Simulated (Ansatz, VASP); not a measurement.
HgTe in VASP and in Ansatz

```
CELL_PARAMETERS angstrom
0.02821 3.22350 3.22350
3.22350 0.02821 3.22350
3.25171 3.25171 0.00000
ATOMIC_POSITIONS crystal
Hg 0.00000 0.00000 0.00000
Te 0.75000 0.75000 0.75000
```

Change from the starting cell: strain +0.0175 x Voigt [0, 0, 0, 0, 0, 1], atoms carried along.

Alike in both runs: task single point; functional PBE; k mesh 14 × 14 × 14; occupations gaussian, width 0.15 eV; no spin polarisation.

```csv
,VASP,Ansatz
version,VASP 6.6.1,Ansatz 0.2.0
potentials or method,"VASP PAW PBE potentials, release 64 (Hg, Te), cutoff 520 eV","scalar-relativistic, plane waves, PAW"
valence electrons in the cell,18,36
```

```csv
,VASP,Ansatz,Ansatz less VASP
pressure (GPa),4.2,4.1,-0.07
"traceless stress, the component that is largest in VASP (GPa)",-0.77,-0.77,+0.009
rms of the force components (eV/Å),0.069,0.067,-0.0014
```

Atom by atom the forces differ by 0.001 eV/Å (rms over components). VASP's potentials hold 18 valence electrons a cell and Ansatz's 36, so a difference there can come from the potentials and not from the codes.

Neither program's run includes spin-orbit coupling.
